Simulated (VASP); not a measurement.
# Pb (Fm-3m) in VASP: a series of runs

The runs below take Pb through single point, with PBE.

Program: VASP 6.6.1. These are calculated values, not measurements. Logs are shortened: lines on timing, memory, paths and dates and some standing lists are left out, and cuts for length are marked.

## 1. The cell of the first run

Symmetry: Fm-3m, No. 225, cubic system. The conventional cell has a = 5.035 Å, b = 5.035 Å, c = 5.035 Å, α = 90.00°, β = 90.00°, γ = 90.00°. Pb (site symmetry m-3m) has 12 Pb at 3.56 Å within 4.7 Å.

## 2. Single point, PBE

INCAR reads:

```
SYSTEM = Pb
PREC = Accurate ; ENCUT = 520
EDIFF = 1E-7 ; ISMEAR = 1
SIGMA = 0.03 ; LREAL = .FALSE.
LASPH = .TRUE. ; NELM = 100
ALGO = Normal ; ISIF = 2
LWAVE = .FALSE. ; LCHARG = .FALSE.
GGA = PE ; NBANDS = 13
```

KPOINTS reads:

```
Automatic mesh
0
G
  11 11 11
  0 0 0
```

POSCAR reads:

```
Pb
1.0
    0.0000000000      2.5175937382      2.5175937382
    2.5175937382      0.0000000000      2.5175937382
    2.5175937382      2.5175937382      0.0000000000
Pb
1
Direct
    0.0000000000      0.0000000000      0.0000000000
```

Potentials or basis: VASP PAW PBE potentials, release 64 (Pb_d).

The run is started by

```sh
$ cat potpaw_PBE.64/Pb_d/POTCAR > POTCAR
$ mpirun -np 1 vasp_std > vasp.out
```

OUTCAR:

```text
SYSTEM = Pb
   PREC = Accurate
   ENCUT = 520
   EDIFF = 1E-7
   ISMEAR = 1
   LREAL = .FALSE.
   LASPH = .TRUE.
   NELM = 100
   ISIF = 2
   GGA = PE

 ion  position               nearest neighbor table
   1  0.000  0.000  0.000-

  LATTYP: Found a face centered cubic cell.
 ALAT       =     5.0351874764

  Lattice vectors:

 A1 = (   0.0000000000,   2.5175937382,   2.5175937382)
 A2 = (   2.5175937382,   0.0000000000,   2.5175937382)
 A3 = (   2.5175937382,   2.5175937382,   0.0000000000)

Analysis of symmetry for initial positions (statically):
=====================================================================
 Subroutine PRICEL returns:
 Original cell was already a primitive cell.

 Routine SETGRP: Setting up the symmetry group for a
 face centered cubic supercell.

 Subroutine GETGRP returns: Found 48 space group operations
 (whereof 48 operations were pure point group operations)
 out of a pool of 48 trial point group operations.

The static configuration has the point symmetry O_h .

Analysis of symmetry for dynamics (positions and initial velocities):
=====================================================================
 Subroutine PRICEL returns:
 Original cell was already a primitive cell.

 Routine SETGRP: Setting up the symmetry group for a
 face centered cubic supercell.

 Subroutine GETGRP returns: Found 48 space group operations
 (whereof 48 operations were pure point group operations)
 out of a pool of 48 trial point group operations.

The dynamic configuration has the point symmetry O_h .

 Subroutine INISYM returns: Found 48 space group operations
 (whereof 48 operations are pure point group operations),
 and found     1 'primitive' translations

----------------------------------------------------------------------------------------

                                     Primitive cell

  volume of cell :      31.9144

  direct lattice vectors                    reciprocal lattice vectors
     0.000000000  2.517593738  2.517593738    -0.198602337  0.198602337  0.198602337
     2.517593738  0.000000000  2.517593738     0.198602337 -0.198602337  0.198602337
     2.517593738  2.517593738  0.000000000     0.198602337  0.198602337 -0.198602337

  length of vectors
     3.560415209  3.560415209  3.560415209     0.343989338  0.343989338  0.343989338

  position of ions in fractional coordinates (direct lattice)
     0.000000000  0.000000000  0.000000000

  ion indices of the primitive-cell ions
   primitive index   ion index
                 1           1

----------------------------------------------------------------------------------------

 KPOINTS: Automatic mesh

Automatic generation of k-mesh.
 Grid dimensions read from file:
 generate k-points for:   11   11   11

 Generating k-lattice:

  Cartesian coordinates                     Fractional coordinates (reciprocal lattice)
    -0.018054758  0.018054758  0.018054758     0.090909091  0.000000000  0.000000000
     0.018054758 -0.018054758  0.018054758     0.000000000  0.090909091  0.000000000
     0.018054758  0.018054758 -0.018054758     0.000000000  0.000000000  0.090909091

  Length of vectors
     0.031271758  0.031271758  0.031271758

  Shift w.r.t. Gamma in fractional coordinates (k-lattice)
     0.000000000  0.000000000  0.000000000

 Subroutine IBZKPT returns following result:
 ===========================================

 Found     56 irreducible k-points:

 Following reciprocal coordinates:
            Coordinates               Weight
  0.000000  0.000000  0.000000      1.000000
  0.090909  0.000000  0.000000      8.000000
  0.181818  0.000000  0.000000      8.000000
  0.272727  0.000000  0.000000      8.000000
  0.363636  0.000000  0.000000      8.000000
  0.454545  0.000000  0.000000      8.000000
[... 16 lines left out ...]
 -0.272727  0.181818  0.000000     24.000000
 -0.181818  0.181818  0.000000     12.000000
 [... further k-points ...]
   k-points           NKPTS =     56   k-points in BZ     NKDIM =     56   number of bands    NBANDS=     13
   number of dos      NEDOS =    301   number of ions     NIONS =      1
   total plane-waves  NPLWV =  21952
   dimension x,y,z NGX =    28 NGY =   28 NGZ =   28
   dimension x,y,z NGXF=    56 NGYF=   56 NGZF=   56
   ions per type =               1
   NGX,Y,Z   is equivalent  to a cutoff of  13.07, 13.07, 13.07 a.u.
   NGXF,Y,Z  is equivalent  to a cutoff of  26.15, 26.15, 26.15 a.u.
 SYSTEM =  Pb
   PREC   = accura    normal or accurate (medium, high low for compatibility)
   ISTART =      0    job   : 0-new  1-cont  2-samecut
   ICHARG =      2    charge: 1-file 2-atom 10-const
   ISPIN  =      1    spin polarized calculation?
   LNONCOLLINEAR =      F non collinear calculations
   LSORBIT =      F    spin-orbit coupling
   LASPH  =      T    aspherical Exc in radial PAW
   ENCUT  =  520.0 eV  38.22 Ry    6.18 a.u.   6.62  6.62  6.62*2*pi/ulx,y,z
   NELM   =    100;   NELMIN=  2; NELMDL= -5     # of ELM steps
   EDIFF  = 0.1E-06   stopping-criterion for ELM
   LREAL  =      F    real-space projection
   EDIFFG = 0.1E-05   stopping-criterion for IOM
   NSW    =      0    number of steps for IOM
   IBRION =     -1    ionic relax: 0-MD 1-quasi-New 2-CG
   NFREE  =      0    steps in history (QN), initial steepest desc. (CG)
   ISIF   =      2    stress and relaxation
   ISYM   =      2    0-nonsym 1-usesym 2-fastsym
   POTIM  = 0.5000    time-step for ionic-motion
   TEBEG  =    0.0;   TEEND  =   0.0 temperature during run
   PSTRESS=    0.0 pullay stress
   NELECT =      14.0000    total number of electrons
   NUPDOWN=      -1.0000    fix difference up-down
   EMIN   =  10.00;   EMAX   =-10.00  energy-range for DOS
   EFERMI =   0.00;   METHOD = LEGACY
   ISMEAR =     1;   SIGMA  =   0.03  broadening in eV -4-tet -1-fermi 0-gaus
   EFERMI_NEDOS =   21; number of points for ismear=-14 and -15
   IALGO  =     38    algorithm
   IMIX   =      4    mixing-type and parameters
     AMIX     =   0.40;   BMIX     =  1.00
     AMIX_MAG =   1.60;   BMIX_MAG =  1.00
  volume/ion in A,a.u.               =      31.91       215.37
  Fermi-wavevector in a.u.,A,eV,Ry     =   1.243909  2.350647 21.052417  1.547309
  Thomas-Fermi vector in A             =   2.378199
   LORBIT       =      0    0 simple, 1 ext, 2 COOP (PROOUT), +10 PAW based schemes
   GGA     = PE    functional components
   LHFCALC =     F    Hartree Fock is set to
   AEXX    =    0.0000 exact exchange contribution
   IVDW    =     0    specifies the selected vdW correction
   LEPSILON=     F    determine dielectric tensor
   LRPA    =     F    only Hartree local field effects (RPA)
 non-spin polarized calculation
 Methfessel and Paxton  Order N= 1 SIGMA  =   0.03
  energy-cutoff  :      520.00
  volume of cell :       31.91
 maximum number of plane-waves:       881
   NGX = 13   NGY = 13   NGZ = 13

 number of electron      14.0000003 magnetization

 Free energy of the ion-electron system (eV)
  ---------------------------------------------------
  ext. energy  EPLUGINS =         0.00000000
  ---------------------------------------------------
  free energy    TOTEN  =        -3.56586043 eV

  energy without entropy =       -3.56577507  energy(sigma->0) =       -3.56583197

 E-fermi :   6.6925     XC(G=0):  -9.9425

 val. band max:        6.6815956203   @ k =   0.3636   0.2727   0.0000
 cond. band min:       6.7730283393   @ k =   0.2727   0.0000   0.0000
 fundamental gap:      0.0914327190
 Fermi energy:         6.6925414395

 k-point     1 :       0.0000    0.0000    0.0000
  band No.  band energies     occupation
      1     -10.3220      2.00000
      2     -10.3220      2.00000
      3     -10.3220      2.00000
      4     -10.2031      2.00000
      5     -10.2031      2.00000
      6      -4.6971      2.00000
      7      13.7402      0.00000
      8      13.7402      0.00000
      9      13.7402      0.00000
     10      16.4485      0.00000
     11      17.4153      0.00000
     12      18.8359      0.00000
     13      18.8359      0.00000

 k-point     2 :       0.0909    0.0000    0.0000
  band No.  band energies     occupation
      1     -10.3220      2.00000
      2     -10.3121      2.00000
      3     -10.3121      2.00000
      4     -10.2035      2.00000
      5     -10.2035      2.00000
      6      -4.5464      2.00000
      7      12.0690      0.00000
      8      13.5566      0.00000
      9      13.5566      0.00000
     10      16.0695      0.00000
     11      18.2344      0.00000
     12      19.1643      0.00000
     13      19.1643      0.00000

 k-point     3 :       0.1818    0.0000    0.0000
  band No.  band energies     occupation
      1     -10.3232      2.00000
      2     -10.2945      2.00000
      3     -10.2945      2.00000
      4     -10.1950      2.00000
      5     -10.1950      2.00000
      6      -4.0959      2.00000
      7       9.3672      0.00000
      8      13.1271      0.00000
      9      13.1271      0.00000
     10      15.6614      0.00000
     11      18.9009      0.00000
     12      19.3731      0.00000
     13      19.3734      0.00000
[... 305 lines left out ...]
 k-point    23 :      -0.2727    0.1818    0.0000
  band No.  band energies     occupation
      1     -10.3105      2.00000
      2     -10.2968      2.00000
      3     -10.2451      2.00000
      4     -10.1797      2.00000
      5     -10.1296      2.00000
      6      -2.2567      2.00000
      7       5.6318      2.00000
      8       8.3771      0.00000
      9      12.3078      0.00000
     10      15.2555      0.00000
     11      18.0997      0.00000
     12      18.9620      0.00000
     13      20.4214      0.00000

 k-point    24 :      -0.1818    0.1818    0.0000
  band No.  band energies     occupation
      1     -10.3146      2.00000
      2     -10.2925      2.00000
      3     -10.2400      2.00000
      4     -10.2271      2.00000
      5     -10.1410      2.00000
      6      -3.1185      2.00000
      7       7.4162      0.00000
      8       9.1367      0.00000
      9      13.1552      0.00000
     10      16.2482      0.00000
     11      17.6023      0.00000
     12      18.7794      0.00000
     13      19.1800      0.00000

 [... further k-points ...]

------------------------ aborting loop because EDIFF is reached ----------------------------------------

  FORCE on cell =-STRESS in cart. coord.  units (eV):
  Direction    XX          YY          ZZ          XY          YZ          ZX
  --------------------------------------------------------------------------------------
  -------------------------------------------------------------------------------------
  Total       -0.0370690     -0.0370690     -0.0370690     -0.0000000     -0.0000000      0.0000000
  in kB       -1.8609510     -1.8609510     -1.8609510     -0.0000000     -0.0000000      0.0000000
  external PRESSURE =      -1.8609510 kB  Pullay stress =       0.0000000 kB

 VOLUME and BASIS-vectors are now :
 -----------------------------------------------------------------------------
  energy-cutoff  :      520.00
  volume of cell :       31.91
      direct lattice vectors                 reciprocal lattice vectors
     0.000000000  2.517593738  2.517593738    -0.198602337  0.198602337  0.198602337
     2.517593738  0.000000000  2.517593738     0.198602337 -0.198602337  0.198602337
     2.517593738  2.517593738  0.000000000     0.198602337  0.198602337 -0.198602337

 POSITION                                       TOTAL-FORCE (eV/Angst)
 -----------------------------------------------------------------------------------
      0.00000      0.00000      0.00000        -0.000000     -0.000000      0.000000
 -----------------------------------------------------------------------------------
    total drift:                               -0.000000     -0.000000     -0.000000

  FREE ENERGIE OF THE ION-ELECTRON SYSTEM (eV)
  ---------------------------------------------------
  free  energy   TOTEN  =        -3.5658604284 eV

  energy  without entropy=       -3.5657750656  energy(sigma->0) =       -3.56583197
```

It took 18 s on 1 thread of AMD EPYC 9R45 (Zen 5), shared host; peak memory 0.13 GiB.

What came out:

* Free energy: -3.5659 eV
* Pressure: -0.2 GPa
* Band gap on the k mesh: zero (band 7 reaches 13.74 eV, above the bottom of band 8 at 5.37 eV)

Caveat: spin-orbit coupling is left out, which moves the levels of the heavy elements.

## 3. Single point, PBE

INCAR reads:

```
ALGO = Normal
EDIFF = 1E-6
ENCUT = 520
GGA = PE
ISIF = 2
ISMEAR = 1
LASPH = T
LCHARG = F
LREAL = F
LWAVE = F
NBANDS = 13
NELM = 100
PREC = Accurate
SIGMA = 0.1
```

KPOINTS reads:

```
k-points
0
Gamma
  11 11 11
```

POSCAR is that of step 2.

Potentials or basis: VASP PAW PBE potentials, release 64 (Pb_d).

The run is started by

```sh
$ cat potpaw_PBE.64/Pb_d/POTCAR > POTCAR
$ mpirun -np 1 vasp_std > vasp.out
```

OUTCAR:

```text
EDIFF = 1E-6
   ENCUT = 520
   GGA = PE
   ISIF = 2
   ISMEAR = 1
   LASPH = T
   LREAL = F
   NELM = 100
   PREC = Accurate

 ion  position               nearest neighbor table
   1  0.000  0.000  0.000-

  LATTYP: Found a face centered cubic cell.
 ALAT       =     5.0351874764

  Lattice vectors:

 A1 = (   0.0000000000,   2.5175937382,   2.5175937382)
 A2 = (   2.5175937382,   0.0000000000,   2.5175937382)
 A3 = (   2.5175937382,   2.5175937382,   0.0000000000)

Analysis of symmetry for initial positions (statically):
=====================================================================
 Subroutine PRICEL returns:
 Original cell was already a primitive cell.

 Routine SETGRP: Setting up the symmetry group for a
 face centered cubic supercell.

 Subroutine GETGRP returns: Found 48 space group operations
 (whereof 48 operations were pure point group operations)
 out of a pool of 48 trial point group operations.

The static configuration has the point symmetry O_h .

Analysis of symmetry for dynamics (positions and initial velocities):
=====================================================================
 Subroutine PRICEL returns:
 Original cell was already a primitive cell.
[... 168 lines left out ...]
      6      -4.6973      2.00000
      7      13.7400      0.00000
      8      13.7400      0.00000
      9      13.7400      0.00000
     10      16.4484      0.00000
     11      17.4151      0.00000
     12      18.8357      0.00000
     13      18.8357      0.00000
[... 354 lines left out ...]
  band No.  band energies     occupation
      1     -10.3153      2.00000
      2     -10.2932      2.00000
      3     -10.2407      2.00000
      4     -10.2278      2.00000
      5     -10.1417      2.00000
      6      -3.1188      2.00000
      7       7.4160     -0.00000
      8       9.1366      0.00000
      9      13.1549      0.00000
     10      16.2481      0.00000
     11      17.6022      0.00000
     12      18.7793      0.00000
     13      19.1799      0.00000

 [... further k-points ...]

------------------------ aborting loop because EDIFF is reached ----------------------------------------

  FORCE on cell =-STRESS in cart. coord.  units (eV):
  Direction    XX          YY          ZZ          XY          YZ          ZX
  --------------------------------------------------------------------------------------
  -------------------------------------------------------------------------------------
  Total       -0.0391398     -0.0391398     -0.0391398      0.0000000     -0.0000000      0.0000000
  in kB       -1.9649079     -1.9649079     -1.9649079      0.0000000     -0.0000000      0.0000000
  external PRESSURE =      -1.9649079 kB  Pullay stress =       0.0000000 kB

 VOLUME and BASIS-vectors are now :
 -----------------------------------------------------------------------------
  energy-cutoff  :      520.00
  volume of cell :       31.91
      direct lattice vectors                 reciprocal lattice vectors
     0.000000000  2.517593738  2.517593738    -0.198602337  0.198602337  0.198602337
     2.517593738  0.000000000  2.517593738     0.198602337 -0.198602337  0.198602337
     2.517593738  2.517593738  0.000000000     0.198602337  0.198602337 -0.198602337

 POSITION                                       TOTAL-FORCE (eV/Angst)
 -----------------------------------------------------------------------------------
      0.00000      0.00000      0.00000         0.000000      0.000000      0.000000
 -----------------------------------------------------------------------------------
    total drift:                               -0.000000     -0.000000     -0.000000

  FREE ENERGIE OF THE ION-ELECTRON SYSTEM (eV)
  ---------------------------------------------------
  free  energy   TOTEN  =        -3.5658907652 eV

  energy  without entropy=       -3.5659231716  energy(sigma->0) =       -3.56590157
```

OSZICAR:

```text
N       E                     dE             d eps       ncg     rms          rms(c)
DAV:   1     0.105971517866E+03    0.10597E+03   -0.70714E+03  1479   0.123E+03
DAV:   2     0.158294247890E+01   -0.10439E+03   -0.10120E+03  1536   0.310E+02
DAV:   3    -0.345331420767E+01   -0.50363E+01   -0.50251E+01  1782   0.737E+01
DAV:   4    -0.357052772999E+01   -0.11721E+00   -0.11719E+00  1834   0.120E+01
DAV:   5    -0.357595610698E+01   -0.54284E-02   -0.54282E-02  2029   0.242E+00    0.489E-01
DAV:   6    -0.356764517516E+01    0.83109E-02   -0.12363E-02  1899   0.191E+00    0.252E-01
DAV:   7    -0.356588818634E+01    0.17570E-02   -0.56146E-03  1871   0.120E+00    0.923E-02
DAV:   8    -0.356589254487E+01   -0.43585E-05   -0.43244E-04  1875   0.333E-01    0.104E-02
DAV:   9    -0.356589134353E+01    0.12013E-05   -0.12685E-05  1952   0.607E-02    0.474E-03
DAV:  10    -0.356589076520E+01    0.57833E-06   -0.14210E-06  1672   0.147E-02
   1 F= -.35658908E+01 E0= -.35659016E+01  d E =0.324064E-04
```

Run time: 17 s. Hardware: 1 thread of AMD EPYC 9R45 (Zen 5), shared host; peak memory 0.12 GiB.

Results:

```yaml
Free_energy: -3.5659 eV
Pressure: -0.2 GPa
Band_gap_on_the_k_mesh: zero (band 7 reaches 13.74 eV, above the bottom of band 8 at 5.37 eV)
```

Levels at points of the mesh, in eV from the Fermi level:
| k point | band 3 | band 4 | band 5 | band 6 | band 7 | band 8 | band 9 | band 10 | band 11 | band 12 |
| --- | --- | --- | --- | --- | --- | --- | --- | --- | --- | --- |
| (0.00, 0.00, 0.00) | -17.03 | -16.91 | -16.91 | -11.41 | 7.03 | 7.03 | 7.03 | 9.74 | 10.70 | 12.12 |

Caveat: spin-orbit coupling is left out, which moves the levels of the heavy elements.

(Part 1 of 2 ends here.)
